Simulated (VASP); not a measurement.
# W (Im-3m) in VASP: further runs

Aim: see how the results for W move with the level of theory and the settings. Levels: LDA, PBEsol. Tasks: single point.

All numbers are computed with VASP 6.6.1; they aren't measurements. Logs are shortened: lines on timing, memory, paths and dates and some standing lists are left out, and cuts for length are marked.

## (1) The cell of the first run

Symmetry: Im-3m, No. 229, cubic system. Conventional cell: a = 3.151 Å, b = 3.151 Å, c = 3.151 Å, α = 90.00°, β = 90.00°, γ = 90.00°. Within 3.6 Å of W (site symmetry m-3m) lie 14 W at 2.73 to 3.15 Å.

## (2) Single point, LDA (functional lda, volume scaled by 0.96)

The input, INCAR:

```
PREC = Accurate
ENCUT = 520
EDIFF = 1E-6
ISMEAR = -1
SIGMA = 0.03
LREAL = F
LASPH = T
NELM = 60
ALGO = Normal
ISIF = 2
LWAVE = F
LCHARG = T
LELF = T
LVHAR = T
NBANDS = 13
```

The input, KPOINTS:

```
regular mesh
0
Gamma
  14 14 14
```

The input, POSCAR:

```
W
1.0
   -1.5757122185      1.5757122185      1.5757122185
    1.5757122185     -1.5757122185      1.5757122185
    1.5757122185      1.5757122185     -1.5757122185
W
1
Direct
    0.0000000000      0.0000000000      0.0000000000
```

Potentials or basis: VASP PAW LDA potentials, release 64 (W_sv).

Launch:

```bash
$ cat potpaw_LDA.64/W_sv/POTCAR > POTCAR
$ mpirun -np 1 vasp_std > vasp.out
```

OUTCAR:

```text
PREC = Accurate
   ENCUT = 520
   EDIFF = 1E-6
   ISMEAR = -1
   LREAL = F
   LASPH = T
   NELM = 60
   ISIF = 2

 ion  position               nearest neighbor table
   1  0.000  0.000  0.000-

  LATTYP: Found a body centered cubic cell.
 ALAT       =     3.1514244370

  Lattice vectors:

 A1 = (  -1.5757122185,   1.5757122185,   1.5757122185)
 A2 = (   1.5757122185,  -1.5757122185,   1.5757122185)
 A3 = (   1.5757122185,   1.5757122185,  -1.5757122185)

Analysis of symmetry for initial positions (statically):
=====================================================================
 Subroutine PRICEL returns:
 Original cell was already a primitive cell.

 Routine SETGRP: Setting up the symmetry group for a
 body centered cubic supercell.

 Subroutine GETGRP returns: Found 48 space group operations
 (whereof 48 operations were pure point group operations)
 out of a pool of 48 trial point group operations.

The static configuration has the point symmetry O_h .

Analysis of symmetry for dynamics (positions and initial velocities):
=====================================================================
 Subroutine PRICEL returns:
 Original cell was already a primitive cell.

 Routine SETGRP: Setting up the symmetry group for a
 body centered cubic supercell.

 Subroutine GETGRP returns: Found 48 space group operations
 (whereof 48 operations were pure point group operations)
 out of a pool of 48 trial point group operations.

The dynamic configuration has the point symmetry O_h .

 Subroutine INISYM returns: Found 48 space group operations
 (whereof 48 operations are pure point group operations),
 and found     1 'primitive' translations

----------------------------------------------------------------------------------------

                                     Primitive cell

  volume of cell :      15.6491

  direct lattice vectors                    reciprocal lattice vectors
    -1.575712219  1.575712219  1.575712219     0.000000000  0.317316826  0.317316826
     1.575712219 -1.575712219  1.575712219     0.317316826  0.000000000  0.317316826
     1.575712219  1.575712219 -1.575712219     0.317316826  0.317316826  0.000000000

  length of vectors
     2.729213621  2.729213621  2.729213621     0.448753759  0.448753759  0.448753759

  position of ions in fractional coordinates (direct lattice)
     0.000000000  0.000000000  0.000000000

  ion indices of the primitive-cell ions
   primitive index   ion index
                 1           1

----------------------------------------------------------------------------------------

 KPOINTS: regular mesh

Automatic generation of k-mesh.
 Grid dimensions read from file:
 generate k-points for:   14   14   14

 Generating k-lattice:

  Cartesian coordinates                     Fractional coordinates (reciprocal lattice)
     0.000000000  0.022665488  0.022665488     0.071428571  0.000000000  0.000000000
     0.022665488  0.000000000  0.022665488     0.000000000  0.071428571  0.000000000
     0.022665488  0.022665488  0.000000000     0.000000000  0.000000000  0.071428571

  Length of vectors
     0.032053840  0.032053840  0.032053840

  Shift w.r.t. Gamma in fractional coordinates (k-lattice)
     0.000000000  0.000000000  0.000000000

 Subroutine IBZKPT returns following result:
 ===========================================

 Found    104 irreducible k-points:

 Following reciprocal coordinates:
            Coordinates               Weight
  0.000000  0.000000  0.000000      1.000000
  0.071429  0.000000  0.000000     12.000000
  0.142857  0.000000  0.000000     12.000000
  0.214286  0.000000  0.000000     12.000000
  0.285714  0.000000  0.000000     12.000000
  0.357143  0.000000  0.000000     12.000000
[... 16 lines left out ...]
  0.285714  0.285714  0.000000     24.000000
  0.357143  0.285714  0.000000     24.000000
 [... further k-points ...]
   k-points           NKPTS =    104   k-points in BZ     NKDIM =    104   number of bands    NBANDS=     13
   number of dos      NEDOS =    301   number of ions     NIONS =      1
   total plane-waves  NPLWV =   8000
   dimension x,y,z NGX =    20 NGY =   20 NGZ =   20
   dimension x,y,z NGXF=    40 NGYF=   40 NGZF=   40
   ions per type =               1
   NGX,Y,Z   is equivalent  to a cutoff of  12.18, 12.18, 12.18 a.u.
   NGXF,Y,Z  is equivalent  to a cutoff of  24.37, 24.37, 24.37 a.u.
 SYSTEM =  unknown system
   PREC   = accura    normal or accurate (medium, high low for compatibility)
   ISTART =      0    job   : 0-new  1-cont  2-samecut
   ICHARG =      2    charge: 1-file 2-atom 10-const
   ISPIN  =      1    spin polarized calculation?
   LNONCOLLINEAR =      F non collinear calculations
   LSORBIT =      F    spin-orbit coupling
   LASPH  =      T    aspherical Exc in radial PAW
   ENCUT  =  520.0 eV  38.22 Ry    6.18 a.u.   5.07  5.07  5.07*2*pi/ulx,y,z
   NELM   =     60;   NELMIN=  2; NELMDL= -5     # of ELM steps
   EDIFF  = 0.1E-05   stopping-criterion for ELM
   LREAL  =      F    real-space projection
   EDIFFG = 0.1E-04   stopping-criterion for IOM
   NSW    =      0    number of steps for IOM
   IBRION =     -1    ionic relax: 0-MD 1-quasi-New 2-CG
   NFREE  =      0    steps in history (QN), initial steepest desc. (CG)
   ISIF   =      2    stress and relaxation
   ISYM   =      2    0-nonsym 1-usesym 2-fastsym
   POTIM  = 0.5000    time-step for ionic-motion
   TEBEG  =    0.0;   TEEND  =   0.0 temperature during run
   PSTRESS=    0.0 pullay stress
   NELECT =      14.0000    total number of electrons
   NUPDOWN=      -1.0000    fix difference up-down
   EMIN   =  10.00;   EMAX   =-10.00  energy-range for DOS
   EFERMI =   0.00;   METHOD = LEGACY
   ISMEAR =    -1;   SIGMA  =   0.03  broadening in eV -4-tet -1-fermi 0-gaus
   EFERMI_NEDOS =   21; number of points for ismear=-14 and -15
   IALGO  =     38    algorithm
   IMIX   =      4    mixing-type and parameters
     AMIX     =   0.40;   BMIX     =  1.00
     AMIX_MAG =   1.60;   BMIX_MAG =  1.00
  volume/ion in A,a.u.               =      15.65       105.61
  Fermi-wavevector in a.u.,A,eV,Ry     =   1.577444  2.980937 33.855778  2.488329
  Thomas-Fermi vector in A             =   2.678125
   LORBIT       =      0    0 simple, 1 ext, 2 COOP (PROOUT), +10 PAW based schemes
   GGA     = CA    functional components
   LHFCALC =     F    Hartree Fock is set to
   AEXX    =    0.0000 exact exchange contribution
   IVDW    =     0    specifies the selected vdW correction
   LEPSILON=     F    determine dielectric tensor
   LRPA    =     F    only Hartree local field effects (RPA)
 non-spin polarized calculation
  energy-cutoff  :      520.00
  volume of cell :       15.65
 maximum number of plane-waves:       432
   NGX = 11   NGY = 11   NGZ = 11

 number of electron      14.0000005 magnetization

 Free energy of the ion-electron system (eV)
  ---------------------------------------------------
  ext. energy  EPLUGINS =         0.00000000
  ---------------------------------------------------
  free energy    TOTEN  =       -14.09464240 eV

  energy without entropy =      -14.09118920  energy(sigma->0) =      -14.09291580

 E-fermi :  11.6441     XC(G=0): -13.9020

 val. band max:       11.6426384267   @ k =   0.4286   0.0000   0.0000
 cond. band min:      11.6755473159   @ k =  -0.4286   0.4286   0.2857
 fundamental gap:      0.0329088892
 Fermi energy:        11.6440750645

 k-point     1 :       0.0000    0.0000    0.0000
  band No.  band energies     occupation
      1     -62.2266      2.00000
      2     -26.0143      2.00000
      3     -26.0143      2.00000
      4     -26.0143      2.00000
      5       1.8910      2.00000
      6      10.2227      2.00000
      7      10.2227      2.00000
      8      10.2227      2.00000
      9      13.7229      0.00000
     10      13.7229      0.00000
     11      26.1110      0.00000
     12      26.1110      0.00000
     13      26.1110      0.00000

 k-point     2 :       0.0714    0.0000    0.0000
  band No.  band energies     occupation
      1     -62.2194      2.00000
      2     -26.0878      2.00000
      3     -26.0371      2.00000
      4     -26.0147      2.00000
      5       2.1425      2.00000
      6      10.0714      2.00000
      7      10.1878      2.00000
      8      10.4659      2.00000
      9      13.4875      0.00000
     10      13.7250      0.00000
     11      26.3234      0.00000
     12      26.5359      0.00000
     13      26.7237      0.00000

 k-point     3 :       0.1429    0.0000    0.0000
  band No.  band energies     occupation
      1     -62.1992      2.00000
      2     -26.2900      2.00000
      3     -26.1005      2.00000
      4     -26.0158      2.00000
      5       2.8469      2.00000
      6       9.6741      2.00000
      7      10.0191      2.00000
      8      11.1819      2.00000
      9      13.0944      0.00000
     10      13.7504      0.00000
     11      26.7761      0.00000
     12      27.7496      0.00000
     13      28.1135      0.00000

 k-point     4 :       0.2143    0.0000    0.0000
  band No.  band energies     occupation
      1     -62.1699      2.00000
      2     -26.5732      2.00000
      3     -26.1910      2.00000
      4     -26.0175      2.00000
      5       3.8328      2.00000
      6       9.1567      2.00000
      7       9.7178      2.00000
      8      12.3291      0.00000
      9      13.0073      0.00000
     10      13.8392      0.00000
     11      26.7878      0.00000
     12      28.7822      0.00000
     13      29.6116      0.00000

 k-point     5 :       0.2857    0.0000    0.0000
  band No.  band energies     occupation
      1     -62.1373      2.00000
      2     -26.8764      2.00000
      3     -26.2897      2.00000
      4     -26.0194      2.00000
      5       4.7417      2.00000
      6       8.6431      2.00000
      7       9.6925      2.00000
      8      13.2554      0.00000
      9      13.8267      0.00000
     10      14.0178      0.00000
     11      25.8070      0.00000
     12      27.3734      0.00000
     13      31.9652      0.00000

 k-point     6 :       0.3571    0.0000    0.0000
  band No.  band energies     occupation
      1     -62.1077      2.00000
      2     -27.1403      2.00000
      3     -26.3772      2.00000
      4     -26.0212      2.00000
      5       5.1659      2.00000
      6       8.2229      2.00000
      7      10.4200      2.00000
      8      13.5957      0.00000
      9      14.2678      0.00000
     10      15.5185      0.00000
     11      24.4871      0.00000
     12      25.2605      0.00000
     13      31.9501      0.00000

 k-point     7 :       0.4286    0.0000    0.0000
  band No.  band energies     occupation
      1     -62.0873      2.00000
      2     -27.3183      2.00000
      3     -26.4370      2.00000
      4     -26.0224      2.00000
      5       5.1956      2.00000
      6       7.9515      2.00000
      7      11.6426      1.02394
      8      13.7424      0.00000
      9      14.5071      0.00000
     10      17.0610      0.00000
     11      23.4784      0.00000
     12      23.5070      0.00000
     13      29.5309      0.00000
[... 193 lines left out ...]
 k-point    20 :       0.2143    0.2143    0.0000
  band No.  band energies     occupation
      1     -62.1001      2.00000
      2     -27.0648      2.00000
      3     -26.4479      2.00000
      4     -26.1355      2.00000
      5       6.1654      2.00000
      6       8.3530      2.00000
      7       9.0633      2.00000
      8      12.9640      0.00000
      9      14.5907      0.00000
     10      16.6909      0.00000
     11      24.4152      0.00000
     12      27.4680      0.00000
     13      28.7865      0.00000

 k-point    21 :       0.2857    0.2143    0.0000
  band No.  band energies     occupation
      1     -62.0800      2.00000
      2     -27.1536      2.00000
      3     -26.5843      2.00000
      4     -26.1543      2.00000
      5       6.5077      2.00000
      6       8.2152      2.00000
      7       9.4770      2.00000
      8      13.3294      0.00000
      9      14.6341      0.00000
     10      18.5955      0.00000
     11      22.5967      0.00000
     12      26.1529      0.00000
     13      28.0663      0.00000

 k-point    22 :       0.3571    0.2143    0.0000
  band No.  band energies     occupation
      1     -62.0688      2.00000
      2     -27.1913      2.00000
      3     -26.6734      2.00000
      4     -26.1620      2.00000
      5       6.5187      2.00000
      6       8.1934      2.00000
      7       9.9462      2.00000
      8      13.5379      0.00000
      9      14.8629      0.00000
     10      20.0852      0.00000
     11      21.0797      0.00000
     12      25.0503      0.00000
     13      27.9488      0.00000

 k-point    23 :       0.2857    0.2857    0.0000
  band No.  band energies     occupation
      1     -62.0672      2.00000
      2     -27.1172      2.00000
      3     -26.7557      2.00000
      4     -26.1790      2.00000
      5       6.9074      2.00000
      6       8.3220      2.00000
      7       9.3660      2.00000
      8      13.7275      0.00000
      9      14.5897      0.00000
     10      20.4543      0.00000
     11      21.0038      0.00000
     12      25.0888      0.00000
     13      28.3535      0.00000

 k-point    24 :       0.3571    0.2857    0.0000
  band No.  band energies     occupation
      1     -62.0626      2.00000
      2     -27.0656      2.00000
      3     -26.8573      2.00000
      4     -26.1863      2.00000
      5       6.9997      2.00000
      6       8.4951      2.00000
      7       9.2417      2.00000
      8      13.9854      0.00000
      9      14.5987      0.00000
     10      19.9955      0.00000
     11      21.9403      0.00000
     12      24.0141      0.00000
     13      28.8634      0.00000

 [... further k-points ...]
[... 5 lines left out ...]
  --------------------------------------------------------------------------------------
  -------------------------------------------------------------------------------------
  Total       -0.3072004     -0.3072004     -0.3072004      0.0000000      0.0000000     -0.0000000
  in kB      -31.4515203    -31.4515203    -31.4515203      0.0000000      0.0000000     -0.0000000
  external PRESSURE =     -31.4515203 kB  Pullay stress =       0.0000000 kB

 VOLUME and BASIS-vectors are now :
 -----------------------------------------------------------------------------
  energy-cutoff  :      520.00
  volume of cell :       15.65
      direct lattice vectors                 reciprocal lattice vectors
    -1.575712219  1.575712219  1.575712219     0.000000000  0.317316826  0.317316826
     1.575712219 -1.575712219  1.575712219     0.317316826  0.000000000  0.317316826
     1.575712219  1.575712219 -1.575712219     0.317316826  0.317316826  0.000000000

 POSITION                                       TOTAL-FORCE (eV/Angst)
 -----------------------------------------------------------------------------------
      0.00000      0.00000      0.00000         0.000000     -0.000000      0.000000
 -----------------------------------------------------------------------------------
    total drift:                                0.000000      0.000000      0.000000

  FREE ENERGIE OF THE ION-ELECTRON SYSTEM (eV)
  ---------------------------------------------------
  free  energy   TOTEN  =       -14.0946424032 eV

  energy  without entropy=      -14.0911891990  energy(sigma->0) =      -14.09291580
```

Run time: 8.9 s. Hardware: 1 thread of Intel Xeon 6975P-C, shared host; peak memory 0.13 GiB.

What came out:

| Item | Value |
| --- | --- |
| Free energy | -14.0946 eV |
| Pressure | -3.1 GPa |
| Band gap on the k mesh | zero (band 7 reaches 16.74 eV, above the bottom of band 8 at 10.22 eV) |

Caveat: the cell differs from its parent crystal (functional lda, volume scaled by 0.96); spin-orbit coupling is left out, which moves the levels of the heavy elements.

## (3) Single point, LDA

This run uses another cell than the first one, of 16.30 Å³/atom, 1.042 times its volume.

The input, INCAR:

```
  PREC = Accurate
  ENCUT = 520
  EDIFF = 1E-7
  ISMEAR = -1
  SIGMA = 0.03
  LREAL = False
  LASPH = True
  NELM = 80
  ALGO = Normal
  ISIF = 2
  LWAVE = False
  LCHARG = True
  LELF = True
  LVHAR = True
  NBANDS = 13
```

KPOINTS is that of step 2.

The input, POSCAR:

```
W
1.0
   -1.5973000000      1.5973000000      1.5973000000
    1.5973000000     -1.5973000000      1.5973000000
    1.5973000000      1.5973000000     -1.5973000000
W
1
Direct
    0.0000000000      0.0000000000      0.0000000000
```

Potentials or basis: VASP PAW LDA potentials, release 64 (W_sv).

Launch:

```bash
$ cat potpaw_LDA.64/W_sv/POTCAR > POTCAR
$ mpirun -np 1 vasp_std > vasp.out
```

Wall time 11 s (1 thread of Intel Xeon 6975P-C, shared host); peak memory 0.14 GiB.

It converged, with:

* Free energy: -14.0575 eV
* Pressure: -14.9 GPa
* Band gap on the k mesh: zero (band 7 reaches 15.85 eV, above the bottom of band 8 at 9.69 eV)

Levels at points of the mesh, in eV from the Fermi level:
```
           k point  band 4  band 5  band 6  band 7  band 8  band 9  band 10  band 11
(0.00, 0.00, 0.00)  -37.75   -9.50   -1.33   -1.33   -1.33    2.01     2.01    14.41
(0.50, 0.00, 0.00)  -37.75   -6.18   -3.56    0.64    1.89    2.82     5.77    10.52
(0.50, 0.50, 0.50)  -38.59   -5.74   -5.74    4.83    4.83    4.83     8.02     8.02
```

Caveat: spin-orbit coupling is left out, which moves the levels of the heavy elements.

[end of part 1 of 2]
